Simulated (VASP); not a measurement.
Here is a VASP 6.6.1 calculation.

INCAR

```
PREC = Accurate
ENCUT = 520
EDIFF = 1E-7
ISMEAR = 0
SIGMA = 0.1
LREAL = F
LASPH = T
NELM = 100
ALGO = Fast
ISIF = 2
LWAVE = F
LCHARG = F
GGA = PE
NBANDS = 30
```

KPOINTS

```
regular mesh
0
Gamma
  10 10 10
```

File POSCAR:

```
Ca3Ru
1.0
    4.7405789254      0.0000000000      0.0000000000
    0.0000000000      4.7405789254      0.0000000000
    0.0000000000      0.0000000000      4.7405789254
Ca Ru
3 1
Direct
    0.0000000000      0.5000000000      0.5000000000
    0.5000000000      0.0000000000      0.5000000000
    0.5000000000      0.5000000000      0.0000000000
    0.0000000000      0.0000000000      0.0000000000
```

Potentials or basis: VASP PAW PBE potentials, release 64 (Ca_sv, Ru_pv).

Run with:

```console
$ cat potpaw_PBE.64/Ca_sv/POTCAR potpaw_PBE.64/Ru_pv/POTCAR > POTCAR
$ mpirun -np 1 vasp_std > vasp.out
```

(1) Predict the band gap on the k mesh.

(2) What does it give for the pressure?

## Answers

(1) zero (band 22 reaches 4.71 eV, above the bottom of band 23 at 3.88 eV).

(2) 0.1 GPa.
